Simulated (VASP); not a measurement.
# TiH (Fm-3m) in VASP: single point with r2SCAN

Aim: the single point of TiH with r2SCAN.

Program: VASP 6.6.1. These are calculated values, not measurements. Logs are shortened: lines on timing, memory, paths and dates and some standing lists are left out, and cuts for length are marked.

## 1. The cell of the first run

The structure is cubic, space group Fm-3m (No. 225). The conventional cell has a = 4.179 Å, b = 4.179 Å, c = 4.179 Å, α = 90.00°, β = 90.00°, γ = 90.00°. Within 2.8 Å of Ti (site symmetry m-3m) lie 6 H at 2.09 Å. H (site symmetry m-3m) has 6 Ti at 2.09 Å within 2.8 Å.

## 2. Single point, r2SCAN

Input file POSCAR:

```
TiH
1.0
    0.0000000000      2.0897000000      2.0897000000
    2.0897000000      0.0000000000      2.0897000000
    2.0897000000      2.0897000000      0.0000000000
Ti H
1 1
Direct
    0.0000000000      0.0000000000      0.0000000000
    0.5000000000      0.5000000000      0.5000000000
```

Input file INCAR.step1:

```
PREC = Accurate ; ENCUT = 550
ISMEAR = 1 ; SIGMA = 0.15
LREAL = False ; LASPH = True
NELM = 120 ; NBANDS = 14
GGA = PE ; ALGO = Normal
EDIFF = 1E-5 ; LWAVE = True
LCHARG = False ; GGA_COMPAT = False
```

Input file INCAR.step2:

```
PREC = Accurate ; ENCUT = 550
EDIFF = 1E-6 ; ISMEAR = 1
SIGMA = 0.15 ; LREAL = False
LASPH = True ; NELM = 120
ALGO = Normal ; ISIF = 2
LWAVE = False ; LCHARG = True
METAGGA = R2SCAN ; LMIXTAU = True
LELF = True ; LVHAR = True
NBANDS = 14 ; ISTART = 1
GGA_COMPAT = False
```

Input file KPOINTS:

```
Automatic mesh
0
Gamma
  9 9 9
```

Potentials or basis: VASP PAW PBE potentials, release 64 (Ti_sv, H).

Run with:

```sh
$ cat potpaw_PBE.64/Ti_sv/POTCAR potpaw_PBE.64/H/POTCAR > POTCAR
$ cp INCAR.step1 INCAR
$ mpirun -np 1 vasp_std > vasp.out
$ cp INCAR.step2 INCAR
$ mpirun -np 1 vasp_std > vasp.out
```

OUTCAR:

```text
PREC = Accurate
   ENCUT = 550
   EDIFF = 1E-6
   ISMEAR = 1
   LREAL = False
   LASPH = True
   NELM = 120
   ISIF = 2
   METAGGA = R2SCAN
   ISTART = 1

 ion  position               nearest neighbor table
   1  0.000  0.000  0.000-
   2  0.500  0.500  0.500-

  LATTYP: Found a face centered cubic cell.
 ALAT       =     4.1794000000

  Lattice vectors:

 A1 = (   0.0000000000,   2.0897000000,   2.0897000000)
 A2 = (   2.0897000000,   0.0000000000,   2.0897000000)
 A3 = (   2.0897000000,   2.0897000000,   0.0000000000)

Analysis of symmetry for initial positions (statically):
=====================================================================
 Subroutine PRICEL returns:
 Original cell was already a primitive cell.

 Routine SETGRP: Setting up the symmetry group for a
 face centered cubic supercell.

 Subroutine GETGRP returns: Found 48 space group operations
 (whereof 48 operations were pure point group operations)
 out of a pool of 48 trial point group operations.

The static configuration has the point symmetry O_h .

Analysis of symmetry for dynamics (positions and initial velocities):
=====================================================================
 Subroutine PRICEL returns:
 Original cell was already a primitive cell.

 Routine SETGRP: Setting up the symmetry group for a
 face centered cubic supercell.

 Subroutine GETGRP returns: Found 48 space group operations
 (whereof 48 operations were pure point group operations)
 out of a pool of 48 trial point group operations.

The dynamic configuration has the point symmetry O_h .

 Subroutine INISYM returns: Found 48 space group operations
 (whereof 48 operations are pure point group operations),
 and found     1 'primitive' translations

----------------------------------------------------------------------------------------

                                     Primitive cell

  volume of cell :      18.2508

  direct lattice vectors                    reciprocal lattice vectors
     0.000000000  2.089700000  2.089700000    -0.239268795  0.239268795  0.239268795
     2.089700000  0.000000000  2.089700000     0.239268795 -0.239268795  0.239268795
     2.089700000  2.089700000  0.000000000     0.239268795  0.239268795 -0.239268795

  length of vectors
     2.955282081  2.955282081  2.955282081     0.414425709  0.414425709  0.414425709

  position of ions in fractional coordinates (direct lattice)
     0.000000000  0.000000000  0.000000000
     0.500000000  0.500000000  0.500000000

  ion indices of the primitive-cell ions
   primitive index   ion index
                 1           1
                 2           2

----------------------------------------------------------------------------------------

 KPOINTS: Automatic mesh

Automatic generation of k-mesh.
 Grid dimensions read from file:
 generate k-points for:    9    9    9

 Generating k-lattice:

  Cartesian coordinates                     Fractional coordinates (reciprocal lattice)
    -0.026585422  0.026585422  0.026585422     0.111111111  0.000000000  0.000000000
     0.026585422 -0.026585422  0.026585422     0.000000000  0.111111111  0.000000000
     0.026585422  0.026585422 -0.026585422     0.000000000  0.000000000  0.111111111

  Length of vectors
     0.046047301  0.046047301  0.046047301

  Shift w.r.t. Gamma in fractional coordinates (k-lattice)
     0.000000000  0.000000000  0.000000000

 Subroutine IBZKPT returns following result:
 ===========================================

 Found     35 irreducible k-points:

 Following reciprocal coordinates:
            Coordinates               Weight
  0.000000  0.000000  0.000000      1.000000
  0.111111  0.000000  0.000000      8.000000
  0.222222  0.000000  0.000000      8.000000
  0.333333  0.000000  0.000000      8.000000
  0.444444  0.000000  0.000000      8.000000
  0.111111  0.111111  0.000000      6.000000
[... 16 lines left out ...]
 -0.333333  0.333333  0.000000     12.000000
  0.444444  0.444444  0.000000      6.000000
 [... further k-points ...]
   k-points           NKPTS =     35   k-points in BZ     NKDIM =     35   number of bands    NBANDS=     14
   number of dos      NEDOS =    301   number of ions     NIONS =      2
   total plane-waves  NPLWV =  13824
   dimension x,y,z NGX =    24 NGY =   24 NGZ =   24
   dimension x,y,z NGXF=    48 NGYF=   48 NGZF=   48
   ions per type =               1   1
   NGX,Y,Z   is equivalent  to a cutoff of  13.50, 13.50, 13.50 a.u.
   NGXF,Y,Z  is equivalent  to a cutoff of  27.00, 27.00, 27.00 a.u.
 SYSTEM =  unknown system
   PREC   = accura    normal or accurate (medium, high low for compatibility)
   ISTART =      1    job   : 0-new  1-cont  2-samecut
   ICHARG =      0    charge: 1-file 2-atom 10-const
   ISPIN  =      1    spin polarized calculation?
   LNONCOLLINEAR =      F non collinear calculations
   LSORBIT =      F    spin-orbit coupling
   LASPH  =      T    aspherical Exc in radial PAW
   ENCUT  =  550.0 eV  40.42 Ry    6.36 a.u.   5.65  5.65  5.65*2*pi/ulx,y,z
   NELM   =    120;   NELMIN=  2; NELMDL=  0     # of ELM steps
   EDIFF  = 0.1E-05   stopping-criterion for ELM
   LREAL  =      F    real-space projection
[... 7 lines left out ...]
   TEBEG  =    0.0;   TEEND  =   0.0 temperature during run
   PSTRESS=    0.0 pullay stress
   NELECT =      13.0000    total number of electrons
   NUPDOWN=      -1.0000    fix difference up-down
   EMIN   =  10.00;   EMAX   =-10.00  energy-range for DOS
   EFERMI =   0.00;   METHOD = LEGACY
   ISMEAR =     1;   SIGMA  =   0.15  broadening in eV -4-tet -1-fermi 0-gaus
   EFERMI_NEDOS =   21; number of points for ismear=-14 and -15
   IALGO  =     38    algorithm
   IMIX   =      4    mixing-type and parameters
     AMIX     =   0.40;   BMIX     =  1.00
     AMIX_MAG =   1.60;   BMIX_MAG =  1.00
  volume/ion in A,a.u.               =       9.13        61.58
  Fermi-wavevector in a.u.,A,eV,Ry     =   1.462049  2.762872 29.083651  2.137588
  Thomas-Fermi vector in A             =   2.578309
   LORBIT       =      0    0 simple, 1 ext, 2 COOP (PROOUT), +10 PAW based schemes
   METAGGA = R2SCAN    functional components
   LHFCALC =     F    Hartree Fock is set to
   AEXX    =    0.0000 exact exchange contribution
   IVDW    =     0    specifies the selected vdW correction
   LEPSILON=     F    determine dielectric tensor
   LRPA    =     F    only Hartree local field effects (RPA)
 non-spin polarized calculation
 Methfessel and Paxton  Order N= 1 SIGMA  =   0.15
  energy-cutoff  :      550.00
  volume of cell :       18.25
 maximum number of plane-waves:       545
   NGX = 11   NGY = 11   NGZ = 11

 number of electron      12.9999996 magnetization

 Free energy of the ion-electron system (eV)
  ---------------------------------------------------
  ext. energy  EPLUGINS =         0.00000000
  ---------------------------------------------------
  free energy    TOTEN  =       -17.14673206 eV

  energy without entropy =      -17.15085068  energy(sigma->0) =      -17.14810493

 E-fermi :   8.8534     XC(G=0): -12.8189

 val. band max:        8.7383984784   @ k =  -0.3333   0.4444   0.1111
 cond. band min:       8.9024006730   @ k =  -0.4444   0.3333   0.0000
 fundamental gap:      0.1640021946
 Fermi energy:         8.8534011992

 k-point     1 :       0.0000    0.0000    0.0000
  band No.  band energies     occupation
      1     -50.2025      2.00000
      2     -25.0898      2.00000
      3     -25.0898      2.00000
      4     -25.0897      2.00000
      5      -1.2436      2.00000
      6       9.5849     -0.00000
      7       9.5849     -0.00000
      8       9.5849     -0.00000
      9      11.3975     -0.00000
     10      11.3976     -0.00000
     11      19.7924      0.00000
     12      23.7723      0.00000
     13      25.8920      0.00000
     14      25.8920      0.00000

 k-point     2 :       0.1111    0.0000    0.0000
  band No.  band energies     occupation
      1     -50.1895      2.00000
      2     -25.1686      2.00000
      3     -25.0989      2.00000
      4     -25.0989      2.00000
      5      -0.8906      2.00000
      6       9.2922     -0.00028
      7       9.7129     -0.00000
      8       9.7129     -0.00000
      9      11.2805     -0.00000
     10      11.2805     -0.00000
     11      18.5108      0.00000
     12      23.9734      0.00000
     13      26.2562      0.00000
     14      26.2562      0.00000

 k-point     3 :       0.2222    0.0000    0.0000
  band No.  band energies     occupation
      1     -50.1565      2.00000
      2     -25.3649      2.00000
      3     -25.1220      2.00000
      4     -25.1220      2.00000
      5       0.0969      2.00000
      6       8.4722      2.00192
      7       9.8280     -0.00000
      8       9.8280     -0.00000
      9      11.2743     -0.00000
     10      11.2743     -0.00000
     11      16.6919      0.00000
     12      23.1726      0.00000
     13      27.0649      0.00000
     14      27.0649      0.00000

 k-point     4 :       0.3333    0.0000    0.0000
  band No.  band energies     occupation
      1     -50.1188      2.00000
      2     -25.5825      2.00000
      3     -25.1481      2.00000
      4     -25.1481      2.00000
      5       1.5172      2.00000
      6       7.2226      2.00000
      7       9.5920     -0.00000
      8       9.5920     -0.00000
      9      11.7803     -0.00000
     10      11.7803     -0.00000
     11      15.8406      0.00000
     12      20.8760      0.00000
     13      27.6855      0.00000
     14      27.6855      0.00000

 k-point     5 :       0.4444    0.0000    0.0000
  band No.  band energies     occupation
      1     -50.0940      2.00000
      2     -25.7216      2.00000
      3     -25.1651      2.00000
      4     -25.1651      2.00000
      5       2.9696      2.00000
      6       5.8546      2.00000
      7       9.3574     -0.00002
      8       9.3574     -0.00002
      9      12.2867      0.00000
     10      12.2867      0.00000
     11      16.1387      0.00000
[... 276 lines left out ...]
 k-point    22 :      -0.4444    0.3333    0.0000
  band No.  band energies     occupation
      1     -50.0600      2.00000
      2     -25.6004      2.00000
      3     -25.4053      2.00000
      4     -25.2652      2.00000
      5       2.2331      2.00000
      6       7.1247      2.00000
      7       8.9024      0.47846
      8      11.2342     -0.00000
      9      12.3765      0.00000
     10      13.7885      0.00000
     11      15.4232      0.00000
     12      17.5754      0.00000
     13      21.3094      0.00000
     14      24.1733      0.00000

 k-point    23 :      -0.3333    0.3333    0.0000
  band No.  band energies     occupation
      1     -50.0635      2.00000
      2     -25.5201      2.00000
      3     -25.5028      2.00000
      4     -25.2307      2.00000
      5       2.6267      2.00000
      6       7.1530      2.00000
      7       8.3959      2.00014
      8      10.7641     -0.00000
      9      11.8932      0.00000
     10      13.6779      0.00000
     11      16.6056      0.00000
     12      16.8054      0.00000
     13      23.1335      0.00000
     14      23.3822      0.00000

 k-point    24 :       0.4444    0.4444    0.0000
  band No.  band energies     occupation
      1     -50.0594      2.00000
      2     -25.6590      2.00000
      3     -25.3020      2.00000
      4     -25.3020      2.00000
      5       1.6478      2.00000
      6       6.9226      2.00000
      7      10.0928     -0.00000
      8      12.4368      0.00000
      9      12.4396      0.00000
     10      12.4396      0.00000
     11      16.0689      0.00000
     12      19.2631      0.00000
     13      19.2631      0.00000
     14      23.9302      0.00000

 [... further k-points ...]
[... 5 lines left out ...]
  --------------------------------------------------------------------------------------
  -------------------------------------------------------------------------------------
  Total       -0.0290682     -0.0290682     -0.0290682      0.0000000      0.0000000      0.0000000
  in kB       -2.5518026     -2.5518026     -2.5518026      0.0000000      0.0000000      0.0000000
  external PRESSURE =      -2.5518026 kB  Pullay stress =       0.0000000 kB

 VOLUME and BASIS-vectors are now :
 -----------------------------------------------------------------------------
  energy-cutoff  :      550.00
  volume of cell :       18.25
      direct lattice vectors                 reciprocal lattice vectors
     0.000000000  2.089700000  2.089700000    -0.239268795  0.239268795  0.239268795
     2.089700000  0.000000000  2.089700000     0.239268795 -0.239268795  0.239268795
     2.089700000  2.089700000  0.000000000     0.239268795  0.239268795 -0.239268795

 POSITION                                       TOTAL-FORCE (eV/Angst)
 -----------------------------------------------------------------------------------
      0.00000      0.00000      0.00000        -0.000000      0.000000      0.000000
      2.08970      2.08970      2.08970         0.000000     -0.000000     -0.000000
 -----------------------------------------------------------------------------------
    total drift:                                0.000000     -0.000000     -0.000000

  FREE ENERGIE OF THE ION-ELECTRON SYSTEM (eV)
  ---------------------------------------------------
  free  energy   TOTEN  =       -17.1467320625 eV

  energy  without entropy=      -17.1508506752  energy(sigma->0) =      -17.14810493
```

Wall time 45 s (1 thread of Intel Xeon 8259CL, shared host); peak memory 0.15 GiB.

What came out:

| Quantity | Value |
| --- | --- |
| Free energy | -17.1467 eV |
| Pressure | -0.3 GPa |

Levels at points of the mesh, in eV from the Fermi level:
```csv
k point,band 4,band 5,band 6,band 7,band 8,band 9
"(0.00, 0.00, 0.00)",-33.94,-10.10,0.73,0.73,0.73,2.54
```

Caveat: the PAW data sets were made with another functional, which shifts forces and pressure a little.
